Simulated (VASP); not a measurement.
# BN (P1) in VASP: a series of runs

BN is run at these levels: PBEsol; tasks: single point.

Program: VASP 6.6.1. These are calculated values, not measurements. Logs are shortened: lines on timing, memory, paths and dates and some standing lists are left out, and cuts for length are marked.

## (1) The cell of the first run

The typed cell holds 2 atoms: a = 4.112 Å, b = 2.502 Å, c = 3.713 Å, α = 80.29°, β = 36.85°, γ = 62.86°.

## (2) Single point, PBEsol (atom 1 (B) moved by (-0.200, -0.200) A along [1 1 0] and z)

Contents of INCAR:

```
ALGO     = Normal         # electronic algorithm
EDIFF    = 1E-6           # SCF threshold, eV
ENCUT    = 520            # plane-wave cutoff, eV
GGA      = PS             # functional
ISIF     = 2              # what is computed and relaxed
ISMEAR   = 0              # smearing method
LASPH    = True           # aspherical terms in the spheres
LCHARG   = True           # write CHGCAR
LELF     = True           # ELF
LREAL    = False          # projectors in reciprocal space
LVHAR    = True         
LWAVE    = False          # write WAVECAR
NBANDS   = 11             # bands
NELM     = 80             # most SCF steps
PREC     = Accurate       # precision mode
SIGMA    = 0.05           # smearing width, eV
```

Contents of KPOINTS:

```
k-points
0
Gamma
  12 12 12
```

Contents of POSCAR:

```
BN
1.0
    0.0000000000      3.4953158300      2.1660912400
    1.2516321000      0.0000000000      2.1660912400
    1.2516321000      3.4953158300      0.0000000000
B N
1 1
Direct
   -0.0098528042     -0.0823821099      0.9693925531
    0.6666513400      0.6666513400      0.3333486600
```

Potentials or basis: VASP PAW PBE potentials, release 64 (B, N).

Started as:

```bash
$ cat potpaw_PBE.64/B/POTCAR potpaw_PBE.64/N/POTCAR > POTCAR
$ mpirun -np 1 vasp_std > vasp.out
```

OUTCAR:

```text
EDIFF = 1E-6
   ENCUT = 520
   GGA = PS
   ISIF = 2
   ISMEAR = 0
   LASPH = True
   LREAL = False
   NELM = 80
   PREC = Accurate

 ion  position               nearest neighbor table
   1  0.990  0.918  0.969-   2 1.26   2 1.45   2 1.68
   2  0.667  0.667  0.333-   1 1.26   1 1.45   1 1.68

  LATTYP: Found a face centered orthorhombic cell.
 ALAT       =     2.5032642000
 B/A-ratio  =     1.7306133647
 C/A-ratio  =     2.7926064137

  Lattice vectors:

 A1 = (   0.0000000000,   3.4953158300,   2.1660912400)
 A2 = (  -1.2516321000,   3.4953158300,   0.0000000000)
 A3 = (  -1.2516321000,   0.0000000000,   2.1660912400)

Analysis of symmetry for initial positions (statically):
=====================================================================
 Subroutine PRICEL returns:
 Original cell was already a primitive cell.

 Routine SETGRP: Setting up the symmetry group for a
 face centered orthorhombic supercell.

 Subroutine GETGRP returns: Found  1 space group operations
 (whereof  1 operations were pure point group operations)
 out of a pool of  8 trial point group operations.

The static configuration has the point symmetry C_1 .

Analysis of symmetry for dynamics (positions and initial velocities):
=====================================================================
 Subroutine PRICEL returns:
 Original cell was already a primitive cell.

 Routine SETGRP: Setting up the symmetry group for a
 face centered orthorhombic supercell.

 Subroutine GETGRP returns: Found  1 space group operations
 (whereof  1 operations were pure point group operations)
 out of a pool of  8 trial point group operations.

The dynamic configuration has the point symmetry C_1 .

 Subroutine INISYM returns: Found  1 space group operations
 (whereof  1 operations are pure point group operations),
 and found     1 'primitive' translations

----------------------------------------------------------------------------------------

                                     Primitive cell

  volume of cell :      18.9526

  direct lattice vectors                    reciprocal lattice vectors
     0.000000000  3.495315830  2.166091240    -0.399478409  0.143048590  0.230830535
     1.251632100  0.000000000  2.166091240     0.399478409 -0.143048590  0.230830535
     1.251632100  3.495315830  0.000000000     0.399478409  0.143048590 -0.230830535

  length of vectors
     4.112077822  2.501706252  3.712656147     0.483041027  0.483041027  0.483041027

  position of ions in fractional coordinates (direct lattice)
     0.990147196  0.917617890  0.969392553
     0.666651340  0.666651340  0.333348660

  ion indices of the primitive-cell ions
   primitive index   ion index
                 1           1
                 2           2

----------------------------------------------------------------------------------------

 KPOINTS: k-points

Automatic generation of k-mesh.
 Grid dimensions read from file:
 generate k-points for:   12   12   12

 Generating k-lattice:

  Cartesian coordinates                     Fractional coordinates (reciprocal lattice)
    -0.033289867  0.011920716  0.019235878     0.083333333  0.000000000  0.000000000
     0.033289867 -0.011920716  0.019235878     0.000000000  0.083333333  0.000000000
     0.033289867  0.011920716 -0.019235878     0.000000000  0.000000000  0.083333333

  Length of vectors
     0.040253419  0.040253419  0.040253419

  Shift w.r.t. Gamma in fractional coordinates (k-lattice)
     0.000000000  0.000000000  0.000000000

 Subroutine IBZKPT returns following result:
 ===========================================

 Found    868 irreducible k-points:

 Following reciprocal coordinates:
            Coordinates               Weight
  0.000000  0.000000  0.000000      1.000000
  0.083333  0.000000 -0.000000      2.000000
 -0.083333 -0.083333 -0.083333      2.000000
  0.000000  0.083333  0.000000      2.000000
 -0.000000 -0.000000  0.083333      2.000000
  0.166667  0.000000 -0.000000      2.000000
[... 16 lines left out ...]
  0.500000  0.500000  0.500000      1.000000
  0.000000  0.500000  0.000000      1.000000
 [... further k-points ...]
   k-points           NKPTS =    868   k-points in BZ     NKDIM =    868   number of bands    NBANDS=     11
   number of dos      NEDOS =    301   number of ions     NIONS =      2
   total plane-waves  NPLWV =  17920
   dimension x,y,z NGX =    32 NGY =   20 NGZ =   28
   dimension x,y,z NGXF=    64 NGYF=   40 NGZF=   56
   ions per type =               1   1
   NGX,Y,Z   is equivalent  to a cutoff of  12.94, 13.29, 12.54 a.u.
   NGXF,Y,Z  is equivalent  to a cutoff of  25.87, 26.58, 25.08 a.u.
 SYSTEM =  unknown system
   PREC   = accura    normal or accurate (medium, high low for compatibility)
   ISTART =      0    job   : 0-new  1-cont  2-samecut
   ICHARG =      2    charge: 1-file 2-atom 10-const
   ISPIN  =      1    spin polarized calculation?
   LNONCOLLINEAR =      F non collinear calculations
   LSORBIT =      F    spin-orbit coupling
   LASPH  =      T    aspherical Exc in radial PAW
   ENCUT  =  520.0 eV  38.22 Ry    6.18 a.u.   7.65  4.65  6.90*2*pi/ulx,y,z
   NELM   =     80;   NELMIN=  2; NELMDL= -5     # of ELM steps
   EDIFF  = 0.1E-05   stopping-criterion for ELM
   LREAL  =      F    real-space projection
   EDIFFG = 0.1E-04   stopping-criterion for IOM
   NSW    =      0    number of steps for IOM
   IBRION =     -1    ionic relax: 0-MD 1-quasi-New 2-CG
   NFREE  =      0    steps in history (QN), initial steepest desc. (CG)
   ISIF   =      2    stress and relaxation
   ISYM   =      2    0-nonsym 1-usesym 2-fastsym
   POTIM  = 0.5000    time-step for ionic-motion
   TEBEG  =    0.0;   TEEND  =   0.0 temperature during run
   PSTRESS=    0.0 pullay stress
   NELECT =       8.0000    total number of electrons
   NUPDOWN=      -1.0000    fix difference up-down
   EMIN   =  10.00;   EMAX   =-10.00  energy-range for DOS
   EFERMI =   0.00;   METHOD = LEGACY
   ISMEAR =     0;   SIGMA  =   0.05  broadening in eV -4-tet -1-fermi 0-gaus
   EFERMI_NEDOS =   21; number of points for ismear=-14 and -15
   IALGO  =     38    algorithm
   IMIX   =      4    mixing-type and parameters
     AMIX     =   0.40;   BMIX     =  1.00
     AMIX_MAG =   1.60;   BMIX_MAG =  1.00
  volume/ion in A,a.u.               =       9.48        63.95
  Fermi-wavevector in a.u.,A,eV,Ry     =   1.228047  2.320672 20.518928  1.508099
  Thomas-Fermi vector in A             =   2.362987
   LORBIT       =      0    0 simple, 1 ext, 2 COOP (PROOUT), +10 PAW based schemes
   GGA     = PS    functional components
   LHFCALC =     F    Hartree Fock is set to
   AEXX    =    0.0000 exact exchange contribution
   IVDW    =     0    specifies the selected vdW correction
   LEPSILON=     F    determine dielectric tensor
   LRPA    =     F    only Hartree local field effects (RPA)
 non-spin polarized calculation
 Gauss-broadening in eV      SIGMA  =   0.05
  energy-cutoff  :      520.00
  volume of cell :       18.95
 maximum number of plane-waves:       529
   NGX = 15   NGY =  9   NGZ = 13

 number of electron       8.0000000 magnetization

 Free energy of the ion-electron system (eV)
  ---------------------------------------------------
  ext. energy  EPLUGINS =         0.00000000
  ---------------------------------------------------
  free energy    TOTEN  =       -17.01173894 eV

  energy without entropy =      -17.01173894  energy(sigma->0) =      -17.01173894

 E-fermi :   3.4093     XC(G=0):  -9.9571

 val. band max:        3.1225303681   @ k =   0.1667   0.0000   0.1667
 cond. band min:       4.4756989609   @ k =   0.0000   0.5000   0.5000
 fundamental gap:      1.3531685928
 Fermi energy:         3.4092654265

 k-point     1 :       0.0000    0.0000    0.0000
  band No.  band energies     occupation
      1     -15.9443      2.00000
      2      -2.7172      2.00000
      3      -1.9881      2.00000
      4       3.1210      2.00000
      5       6.2139      0.00000
      6      10.5350      0.00000
      7      15.1360      0.00000
      8      15.7164      0.00000
      9      18.0701      0.00000
     10      26.7563      0.00000
     11      27.4120      0.00000

 k-point     2 :       0.0833    0.0000   -0.0000
  band No.  band energies     occupation
      1     -15.8118      2.00000
      2      -2.6223      2.00000
      3      -2.2491      2.00000
      4       2.6960      2.00000
      5       6.4971      0.00000
      6      10.4895      0.00000
      7      14.7353      0.00000
      8      15.9904      0.00000
      9      18.5720      0.00000
     10      26.0435      0.00000
     11      27.3240      0.00000

 k-point     3 :      -0.0833   -0.0833   -0.0833
  band No.  band energies     occupation
      1     -15.7998      2.00000
      2      -2.6068      2.00000
      3      -2.1425      2.00000
      4       2.2357      2.00000
      5       6.5497      0.00000
      6      10.9141      0.00000
      7      14.9109      0.00000
      8      15.9610      0.00000
      9      18.4275      0.00000
     10      25.6339      0.00000
     11      27.3350      0.00000

 k-point     4 :       0.0000    0.0833    0.0000
  band No.  band energies     occupation
      1     -15.7999      2.00000
      2      -2.6025      2.00000
      3      -2.1473      2.00000
      4       2.2319      2.00000
      5       6.5632      0.00000
      6      10.9146      0.00000
      7      14.9579      0.00000
      8      15.8754      0.00000
      9      18.4271      0.00000
     10      25.7121      0.00000
     11      27.3137      0.00000
[... 239 lines left out ...]
 k-point    22 :       0.5000    0.0000    0.0000
  band No.  band energies     occupation
      1     -13.0042      2.00000
      2      -7.1723      2.00000
      3      -1.2651      2.00000
      4       0.7859      2.00000
      5       6.0254      0.00000
      6       9.6623      0.00000
      7      14.9443      0.00000
      8      17.7412      0.00000
      9      21.4843      0.00000
     10      23.0348      0.00000
     11      24.6330      0.00000

 k-point    23 :       0.5000    0.5000    0.5000
  band No.  band energies     occupation
      1     -12.5918      2.00000
      2      -6.6072      2.00000
      3      -3.5172      2.00000
      4       0.0268      2.00000
      5       7.6032      0.00000
      6      11.2270      0.00000
      7      15.0774      0.00000
      8      17.9841      0.00000
      9      20.4505      0.00000
     10      22.2384      0.00000
     11      23.4740      0.00000

 k-point    24 :       0.0000    0.5000    0.0000
  band No.  band energies     occupation
      1     -12.5940      2.00000
      2      -6.5957      2.00000
      3      -3.5128      2.00000
      4      -0.0854      2.00000
      5       8.3415      0.00000
      6      10.9727      0.00000
      7      14.4532      0.00000
      8      17.1166      0.00000
      9      19.6166      0.00000
     10      24.0440      0.00000
     11      24.9717      0.00000

 [... further k-points ...]

------------------------ aborting loop because EDIFF is reached ----------------------------------------

  FORCE on cell =-STRESS in cart. coord.  units (eV):
  Direction    XX          YY          ZZ          XY          YZ          ZX
  --------------------------------------------------------------------------------------
  -------------------------------------------------------------------------------------
  Total        0.1408365     -0.1772733      6.9386444     -0.2812658     -1.3632516     -1.3104352
  in kB       11.9057267    -14.9859424    586.5639301    -23.7770340   -115.2435787   -110.7787041
  external PRESSURE =     194.4945715 kB  Pullay stress =       0.0000000 kB

 VOLUME and BASIS-vectors are now :
 -----------------------------------------------------------------------------
  energy-cutoff  :      520.00
  volume of cell :       18.95
      direct lattice vectors                 reciprocal lattice vectors
     0.000000000  3.495315830  2.166091240    -0.399478409  0.143048590  0.230830535
     1.251632100  0.000000000  2.166091240     0.399478409 -0.143048590  0.230830535
     1.251632100  3.495315830  0.000000000     0.399478409  0.143048590 -0.230830535

 POSITION                                       TOTAL-FORCE (eV/Angst)
 -----------------------------------------------------------------------------------
      2.36184      6.84921      4.13239         1.983752      1.120174      9.762670
      1.25163      3.49532      2.88806        -1.983752     -1.120174     -9.762670
 -----------------------------------------------------------------------------------
    total drift:                               -0.000067     -0.000008     -0.000152

  FREE ENERGIE OF THE ION-ELECTRON SYSTEM (eV)
  ---------------------------------------------------
  free  energy   TOTEN  =       -17.0117389405 eV

  energy  without entropy=      -17.0117389405  energy(sigma->0) =      -17.01173894
```

Wall time 5 min (1 thread of Intel Xeon 8259CL, shared host); peak memory 0.29 GiB.

Results:

```
Free energy            : -17.0117 eV
Pressure               : 19.4 GPa
Largest force          : 10.025 eV/Å
Band gap on the k mesh : 1.35 eV (least direct gap 3.09 eV)
```

Forces on the atoms (eV/Å):
```
B    1.984  1.120  9.763
N   -1.984 -1.120 -9.763
```

Caveat: the cell differs from its parent crystal (atom 1 (B) moved by (-0.200, -0.200) A along [1 1 0] and z); the cell stands under pressure; the PAW data sets were made with another functional, which shifts forces and pressure a little.

## (3) Single point, PBEsol (atom 1 (B) moved by (-0.200, +0.000) A along [1 1 0] and z)

Contents of INCAR:

```
SYSTEM = BN
PREC = Accurate
ENCUT = 520
EDIFF = 1E-6
ISMEAR = 0
SIGMA = 0.05
LREAL = .False.
LASPH = .True.
NELM = 60
ALGO = Normal
ISIF = 2
LWAVE = .False.
LCHARG = .False.
GGA = PS
NBANDS = 11
```

Contents of KPOINTS:

```
regular mesh
0
Gamma
  12 12 12
  0 0 0
```

Edit POSCAR of step 2 so:

```diff
@@ -8,3 +8,3 @@
 Direct
-   -0.0098528042     -0.0823821099      0.9693925531
+    0.0363133028     -0.0362160028      0.9232264460
     0.6666513400      0.6666513400      0.3333486600
```

Potentials or basis: VASP PAW PBE potentials, release 64 (B, N).

Started as:

```bash
$ cat potpaw_PBE.64/B/POTCAR potpaw_PBE.64/N/POTCAR > POTCAR
$ mpirun -np 1 vasp_std > vasp.out
```

Run time: 4.9 min. Hardware: 1 thread of Intel Xeon 8259CL, shared host; peak memory 0.29 GiB.

Results (log left out):

```yaml
Free_energy: -17.7503 eV
Pressure: 6.5 GPa
Largest_force: 6.109 eV/Å
Band_gap_on_the_k_mesh: 3.27 eV (least direct gap 4.05 eV)
```

Forces on the atoms (eV/Å):
```
B    5.759  1.580 -1.286
N   -5.759 -1.580  1.286
```

Stress tensor (GPa, compression positive):
```
 13.66  -6.88 -16.07
 -6.88  -2.23   1.71
-16.07   1.71   8.18
```

Levels at points of the mesh, in eV from the valence-band top:
| k point | band 2 | band 3 | band 4 | band 5 | band 6 | band 7 |
| --- | --- | --- | --- | --- | --- | --- |
| (0.00, 0.00, 0.00) | -4.81 | -3.11 | 0.00 | 4.05 | 9.22 | 12.69 |
| (0.50, 0.00, 0.00) | -9.42 | -3.68 | -0.96 | 3.27 | 9.52 | 12.60 |
| (0.50, 0.50, 0.50) | -8.99 | -5.08 | -1.74 | 4.70 | 9.17 | 12.90 |
| (0.00, 0.50, 0.00) | -8.98 | -5.08 | -1.87 | 5.33 | 8.99 | 12.44 |
| (0.00, 0.00, 0.50) | -9.41 | -3.68 | -1.05 | 3.48 | 9.34 | 12.74 |
| (0.50, 0.50, 0.00) | -9.37 | -4.08 | -0.90 | 5.22 | 8.33 | 11.83 |
| (0.50, 0.00, 0.50) | -6.52 | -3.11 | 0.00 | 8.66 | 9.21 | 11.62 |
| (0.00, 0.50, 0.50) | -9.18 | -4.11 | -1.86 | 3.35 | 8.68 | 13.93 |

Caveat: the cell differs from its parent crystal (atom 1 (B) moved by (-0.200, +0.000) A along [1 1 0] and z); the cell stands under pressure; the PAW data sets were made with another functional, which shifts forces and pressure a little.

## (4) Single point, PBEsol (atom 1 (B) moved by (-0.200, +0.200) A along [1 1 0] and z)

Contents of INCAR:

```
SYSTEM = BN
  PREC = Accurate
  ENCUT = 520
  EDIFF = 1E-7
  ISMEAR = 0
  SIGMA = 0.05
  LREAL = .FALSE.
  LASPH = .TRUE.
  NELM = 80
  ALGO = Normal
  ISIF = 2
  LWAVE = .FALSE.
  LCHARG = .TRUE.
  GGA = PS
  LELF = .TRUE.
  LVHAR = .TRUE.
  NBANDS = 11
```

Contents of KPOINTS:

```
regular mesh
0
G
  12 12 12
  0 0 0
```

Edit POSCAR of step 3 so:

```diff
@@ -8,3 +8,3 @@
 Direct
-    0.0363133028     -0.0362160028      0.9232264460
+    0.0824794099      0.0099501042      0.8770603390
     0.6666513400      0.6666513400      0.3333486600
```

Started as:

```bash
$ cat potpaw_PBE.64/B/POTCAR potpaw_PBE.64/N/POTCAR > POTCAR
$ mpirun -np 1 vasp_std > vasp.out
```

Run time: 6 min. Hardware: 1 thread of Intel Xeon 8259CL, shared host; peak memory 0.29 GiB.

Results (log left out):

| Quantity | Value |
| --- | --- |
| Free energy | -16.8297 eV |
| Pressure | 22.6 GPa |
| Largest force | 12.324 eV/Å |
| Band gap on the k mesh | 2.18 eV (least direct gap 3.18 eV) |

Forces in eV/Å, atoms in the order of the input:
```
B    10.054   0.979  -7.060
N   -10.054  -0.979   7.060
```

Stress tensor (GPa, compression positive):
```
 60.42 -12.00 -27.51
-12.00  -1.70   8.58
-27.51   8.58   9.05
```

Levels at points of the mesh, in eV from the valence-band top:
```tsv
k point	band 2	band 3	band 4	band 5	band 6	band 7
(0.00, 0.00, 0.00)	-5.80	-4.99	-0.01	3.16	7.39	11.81
(0.50, 0.00, 0.00)	-10.28	-4.18	-1.86	2.19	8.61	11.37
(0.50, 0.50, 0.50)	-10.14	-4.58	-2.47	3.23	6.52	11.96
(0.00, 0.50, 0.00)	-10.13	-4.58	-2.62	3.75	6.49	11.55
(0.00, 0.00, 0.50)	-10.28	-4.18	-1.88	2.18	8.51	11.91
(0.50, 0.50, 0.00)	-9.82	-6.29	-2.58	5.97	7.36	11.33
(0.50, 0.00, 0.50)	-7.49	-4.98	0.00	7.20	7.97	10.35
(0.00, 0.50, 0.50)	-9.63	-6.30	-3.53	3.94	7.76	12.52
```

Caveat: the cell differs from its parent crystal (atom 1 (B) moved by (-0.200, +0.200) A along [1 1 0] and z); the cell stands under pressure; the PAW data sets were made with another functional, which shifts forces and pressure a little.

(Continued in part 2 of 2.)
